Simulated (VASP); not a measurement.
# ZnO (lda) (P6_3mc) in VASP: notebook

Runs on ZnO (lda). Level: LDA. Tasks: single point.

Program: VASP 6.6.1. These are calculated values, not measurements. Logs are shortened: lines on timing, memory, paths and dates and some standing lists are left out, and cuts for length are marked.

**Measured values to compare with.**

“Electronic structure of alkaline earth and post-transition metal oxides”, 2009, arxiv:0908.1581 quotes, for a bulk crystal of ZnO: band gap 3.37 eV.

The results are compared with them further down.

**1. The cell of the first run**

Symmetry: P6_3mc, No. 186, hexagonal system. The conventional cell has a = 3.249 Å, b = 3.249 Å, c = 5.204 Å, α = 90.00°, β = 90.00°, γ = 120.00°. Zn (site symmetry 3m) has 4 O at 1.97 to 1.99 Å within 2.6 Å. O (site symmetry 3m) has 4 Zn at 1.97 to 1.99 Å within 2.6 Å.

**2. Single point, LDA**

Contents of INCAR:

```
  PREC = Accurate
  ENCUT = 910
  EDIFF = 1E-6
  ISMEAR = 0
  SIGMA = 0.1
  LREAL = False
  LASPH = True
  NELM = 120
  ALGO = Normal
  ISIF = 2
  LWAVE = False
  LCHARG = False
  GGA = CA
  NBANDS = 26
  GGA_COMPAT = False
```

Contents of KPOINTS:

```
Automatic mesh
0
Gamma
  6 6 4
```

Contents of POSCAR:

```
ZnO
1.0
    3.2494000000      0.0000000000      0.0000000000
   -1.6247000000      2.8140629500      0.0000000000
    0.0000000000      0.0000000000      5.2038000000
Zn O
2 2
Direct
    0.3333333300      0.6666666700      0.0000000000
    0.6666666700      0.3333333300      0.5000000000
    0.3333333300      0.6666666700      0.3830000000
    0.6666666700      0.3333333300      0.8830000000
```

Potentials or basis: VASP PAW LDA potentials, release 64 (Zn, O_h).

Launch:

```console
$ cat potpaw_LDA.64/Zn/POTCAR potpaw_LDA.64/O_h/POTCAR > POTCAR
$ mpirun -np 1 vasp_std > vasp.out
```

OUTCAR:

```text
PREC = Accurate
   ENCUT = 910
   EDIFF = 1E-6
   ISMEAR = 0
   LREAL = False
   LASPH = True
   NELM = 120
   ISIF = 2
   GGA = CA

 ion  position               nearest neighbor table
   1  0.333  0.667  0.000-   4 1.97   4 1.97   4 1.97   3 1.99
   2  0.667  0.333  0.500-   3 1.97   3 1.97   3 1.97   4 1.99
   3  0.333  0.667  0.383-   2 1.97   2 1.97   2 1.97   1 1.99
   4  0.667  0.333  0.883-   1 1.97   1 1.97   1 1.97   2 1.99

  LATTYP: Found a hexagonal cell.
 ALAT       =     3.2494000000
 C/A-ratio  =     1.6014648858

  Lattice vectors:

 A1 = (   3.2494000000,   0.0000000000,   0.0000000000)
 A2 = (  -1.6247000000,   2.8140629500,   0.0000000000)
 A3 = (   0.0000000000,   0.0000000000,   5.2038000000)

Analysis of symmetry for initial positions (statically):
=====================================================================
 Subroutine PRICEL returns:
 Original cell was already a primitive cell.

 Routine SETGRP: Setting up the symmetry group for a
 hexagonal supercell.

 Subroutine GETGRP returns: Found 12 space group operations
 (whereof  6 operations were pure point group operations)
 out of a pool of 24 trial point group operations.

The static configuration has the point symmetry C_3v.
 The point group associated with its full space group is C_6v.

Analysis of symmetry for dynamics (positions and initial velocities):
=====================================================================
 Subroutine PRICEL returns:
 Original cell was already a primitive cell.

 Routine SETGRP: Setting up the symmetry group for a
 hexagonal supercell.

 Subroutine GETGRP returns: Found 12 space group operations
 (whereof  6 operations were pure point group operations)
 out of a pool of 24 trial point group operations.

The dynamic configuration has the point symmetry C_3v.
 The point group associated with its full space group is C_6v.

 Subroutine INISYM returns: Found 12 space group operations
 (whereof  6 operations are pure point group operations),
 and found     1 'primitive' translations

----------------------------------------------------------------------------------------

                                     Primitive cell

  volume of cell :      47.5836

  direct lattice vectors                    reciprocal lattice vectors
     3.249400000  0.000000000  0.000000000     0.307749123  0.177679039  0.000000000
    -1.624700000  2.814062950  0.000000000     0.000000000  0.355358078  0.000000000
     0.000000000  0.000000000  5.203800000     0.000000000  0.000000000  0.192167262

[... 84 lines left out ...]
   LREAL  =      F    real-space projection
   EDIFFG = 0.1E-04   stopping-criterion for IOM
   NSW    =      0    number of steps for IOM
   IBRION =     -1    ionic relax: 0-MD 1-quasi-New 2-CG
   NFREE  =      0    steps in history (QN), initial steepest desc. (CG)
   ISIF   =      2    stress and relaxation
   ISYM   =      2    0-nonsym 1-usesym 2-fastsym
   POTIM  = 0.5000    time-step for ionic-motion
   TEBEG  =    0.0;   TEEND  =   0.0 temperature during run
   PSTRESS=    0.0 pullay stress
   NELECT =      36.0000    total number of electrons
   NUPDOWN=      -1.0000    fix difference up-down
   EMIN   =  10.00;   EMAX   =-10.00  energy-range for DOS
   EFERMI =   0.00;   METHOD = LEGACY
   ISMEAR =     0;   SIGMA  =   0.10  broadening in eV -4-tet -1-fermi 0-gaus
   EFERMI_NEDOS =   21; number of points for ismear=-14 and -15
   IALGO  =     38    algorithm
   IMIX   =      4    mixing-type and parameters
     AMIX     =   0.40;   BMIX     =  1.00
     AMIX_MAG =   1.60;   BMIX_MAG =  1.00
  volume/ion in A,a.u.               =      11.90        80.28
  Fermi-wavevector in a.u.,A,eV,Ry     =   1.491729  2.818958 30.276420  2.225254
  Thomas-Fermi vector in A             =   2.604347
   LORBIT       =      0    0 simple, 1 ext, 2 COOP (PROOUT), +10 PAW based schemes
   GGA     = CA    functional components
   LHFCALC =     F    Hartree Fock is set to
   AEXX    =    0.0000 exact exchange contribution
   IVDW    =     0    specifies the selected vdW correction
   LEPSILON=     F    determine dielectric tensor
   LRPA    =     F    only Hartree local field effects (RPA)
 non-spin polarized calculation
 Gauss-broadening in eV      SIGMA  =   0.10
  energy-cutoff  :      910.00
  volume of cell :       47.58
 maximum number of plane-waves:      2988
 NGX is ok and might be reduce to    32
   NGX = 15   NGY = 15   NGZ = 25

 number of electron      35.9999997 magnetization

 Free energy of the ion-electron system (eV)
  ---------------------------------------------------
  ext. energy  EPLUGINS =         0.00000000
  ---------------------------------------------------
  free energy    TOTEN  =       -21.13428948 eV

  energy without entropy =      -21.13428948  energy(sigma->0) =      -21.13428948

 E-fermi :   1.5868     XC(G=0): -11.4690

 val. band max:        1.2113101060   @ k =   0.0000   0.0000   0.0000
 cond. band min:       1.9537932777   @ k =   0.0000   0.0000   0.0000
 fundamental gap:      0.7424831716
 Fermi energy:         1.5868124333

 k-point     1 :       0.0000    0.0000    0.0000
  band No.  band energies     occupation
      1     -16.5947      2.00000
      2     -15.8206      2.00000
      3      -4.5795      2.00000
      4      -4.5795      2.00000
      5      -4.4799      2.00000
      6      -4.4647      2.00000
[... 598 lines left out ...]
     25      16.7406      0.00000
     26      16.7417      0.00000

------------------------ aborting loop because EDIFF is reached ----------------------------------------

  FORCE on cell =-STRESS in cart. coord.  units (eV):
  Direction    XX          YY          ZZ          XY          YZ          ZX
  --------------------------------------------------------------------------------------
  -------------------------------------------------------------------------------------
  Total       -1.8958213     -1.8958213     -1.8275115      0.0000000      0.0000000      0.0000000
  in kB      -63.8337572    -63.8337574    -61.5337114      0.0000000      0.0000000      0.0000000
  external PRESSURE =     -63.0670753 kB  Pullay stress =       0.0000000 kB

 VOLUME and BASIS-vectors are now :
 -----------------------------------------------------------------------------
  energy-cutoff  :      910.00
  volume of cell :       47.58
      direct lattice vectors                 reciprocal lattice vectors
     3.249400000  0.000000000  0.000000000     0.307749123  0.177679039  0.000000000
    -1.624700000  2.814062950  0.000000000     0.000000000  0.355358078  0.000000000
     0.000000000  0.000000000  5.203800000     0.000000000  0.000000000  0.192167262

 POSITION                                       TOTAL-FORCE (eV/Angst)
 -----------------------------------------------------------------------------------
     -0.00000      1.87604      0.00000         0.000000      0.000000      0.067480
      1.62470      0.93802      2.60190        -0.000000     -0.000000      0.067480
     -0.00000      1.87604      1.99306         0.000000      0.000000     -0.067480
      1.62470      0.93802      4.59496        -0.000000     -0.000000     -0.067480
 -----------------------------------------------------------------------------------
    total drift:                               -0.000026      0.000015     -0.000644

  FREE ENERGIE OF THE ION-ELECTRON SYSTEM (eV)
  ---------------------------------------------------
  free  energy   TOTEN  =       -21.1342894830 eV

  energy  without entropy=      -21.1342894819  energy(sigma->0) =      -21.13428948
```

OSZICAR:

```text
N       E                     dE             d eps       ncg     rms          rms(c)
DAV:   1     0.383243916393E+03    0.38324E+03   -0.25093E+04  1092   0.292E+03
DAV:   2     0.424973359458E+02   -0.34075E+03   -0.31967E+03  1132   0.550E+02
DAV:   3    -0.209212741463E+02   -0.63419E+02   -0.61239E+02  1270   0.191E+02
DAV:   4    -0.241317274293E+02   -0.32105E+01   -0.31841E+01  1210   0.476E+01
DAV:   5    -0.241631339513E+02   -0.31407E-01   -0.31389E-01  1190   0.471E+00    0.146E+01
DAV:   6    -0.210464083296E+02    0.31167E+01   -0.58024E+00  1810   0.610E+01    0.907E+00
DAV:   7    -0.212056535421E+02   -0.15925E+00   -0.26589E+00  1362   0.163E+01    0.547E+00
DAV:   8    -0.211804211753E+02    0.25232E-01   -0.59600E-01  1460   0.659E+00    0.178E+00
DAV:   9    -0.211332039064E+02    0.47217E-01   -0.78907E-02  1564   0.533E+00    0.456E-01
DAV:  10    -0.211342672734E+02   -0.10634E-02   -0.38495E-02  1102   0.161E+00    0.701E-02
DAV:  11    -0.211343597913E+02   -0.92518E-04   -0.11187E-03  1330   0.784E-01    0.548E-02
DAV:  12    -0.211342906639E+02    0.69127E-04   -0.31636E-04  1284   0.530E-01    0.150E-02
DAV:  13    -0.211342902107E+02    0.45326E-06   -0.34078E-05  1400   0.524E-02    0.882E-03
DAV:  14    -0.211342894830E+02    0.72765E-06   -0.18294E-06   776   0.171E-02
   1 F= -.21134289E+02 E0= -.21134289E+02  d E =-.114446E-08
```

It took 51 s on 1 thread of Intel Xeon Platinum 8488C (Sapphire Rapids), shared host; peak memory 0.21 GiB.

What came out:

- Free energy: -21.1343 eV
- Pressure: -6.3 GPa
- Largest force: 0.067 eV/Å
- Band gap on the k mesh: 0.74 eV, direct

Forces on the atoms (eV/Å):
```
Zn   0.000  0.000  0.067
Zn   0.000  0.000  0.067
O    0.000  0.000 -0.067
O    0.000  0.000 -0.067
```

Levels at points of the mesh, in eV from the valence-band top:
| k point | band 14 | band 15 | band 16 | band 17 | band 18 | band 19 | band 20 | band 21 | band 22 | band 23 |
| --- | --- | --- | --- | --- | --- | --- | --- | --- | --- | --- |
| (0.00, 0.00, 0.00) | -0.79 | -0.79 | -0.10 | 0.00 | 0.00 | 0.74 | 5.06 | 8.11 | 12.63 | 12.63 |
| (0.50, 0.00, 0.00) | -3.65 | -2.86 | -2.30 | -1.29 | -0.88 | 5.68 | 6.70 | 7.48 | 8.33 | 10.42 |
| (0.00, 0.00, 0.50) | -2.27 | -0.39 | -0.39 | -0.39 | -0.39 | 3.39 | 3.39 | 9.90 | 9.90 | 12.92 |
| (0.50, 0.00, 0.50) | -3.84 | -1.55 | -1.55 | -1.36 | -1.36 | 5.58 | 5.58 | 8.30 | 8.30 | 11.06 |

Caveat: the cutoff is under 1.25 times the usual one of these potentials, so pressure, stress and relaxed cells hold a basis-set (Pulay) error.

**3. Single point, LDA**

This run uses another cell than the first one, of 11.33 Å³/atom, 0.953 times its volume.

Contents of INCAR:

```
PREC = Accurate ; ENCUT = 910
EDIFF = 1E-6 ; ISMEAR = 0
SIGMA = 0.02 ; LREAL = False
LASPH = True ; NELM = 120
ALGO = Normal ; ISIF = 2
LWAVE = False ; LCHARG = False
NBANDS = 26 ; GGA_COMPAT = False
```

Contents of KPOINTS:

```
Automatic mesh
0
Gamma
  9 9 6
```

Contents of POSCAR:

```
ZnO
1.0
    3.1873714379      0.0000000000      0.0000000000
   -1.5936857189      2.7603446365      0.0000000000
    0.0000000000      0.0000000000      5.1527903668
Zn O
2 2
Direct
    0.3333333333      0.6666666667      0.0022836167
    0.6666666667      0.3333333333      0.5022836167
    0.3333333333      0.6666666667      0.3807163833
    0.6666666667      0.3333333333      0.8807163833
```

Potentials or basis: VASP PAW LDA potentials, release 64 (Zn, O_h).

Launch:

```console
$ cat potpaw_LDA.64/Zn/POTCAR potpaw_LDA.64/O_h/POTCAR > POTCAR
$ mpirun -np 1 vasp_std > vasp.out
```

Wall time 44 s (1 thread of Intel Xeon 6975P-C (Granite Rapids), shared host); peak memory 0.26 GiB.

Results (log left out):

```yaml
Free_energy: -21.1727 eV
Pressure: 1.0 GPa
Band_gap_on_the_k_mesh: 0.81 eV, direct
```

Levels at points of the mesh, in eV from the valence-band top:
```
           k point  band 14  band 15  band 16  band 17  band 18  band 19  band 20  band 21  band 22  band 23
(0.00, 0.00, 0.00)    -0.86    -0.86    -0.11     0.00     0.00     0.81     5.30     8.20    12.97    12.97
(0.00, 0.00, 0.50)    -2.32    -0.43    -0.43    -0.43    -0.43     3.50     3.50    10.06    10.06    13.27
```

Caveat: the cutoff is under 1.25 times the usual one of these potentials, so pressure, stress and relaxed cells hold a basis-set (Pulay) error.

**4. Comparison with measurements**

Step 3. Measured gap of ZnO: 3.37 eV (quoted in “Electronic structure of alkaline earth and post-transition metal oxides”, 2009, arxiv:0908.1581). This calculation gives 0.81 eV (-2.56 eV). So large a miss can be the level of theory's own, or it may mean another phase, state or a wrong row. The value is that of LDA, without temperature or zero-point motion. Semilocal functionals fall short of measured gaps as a rule.
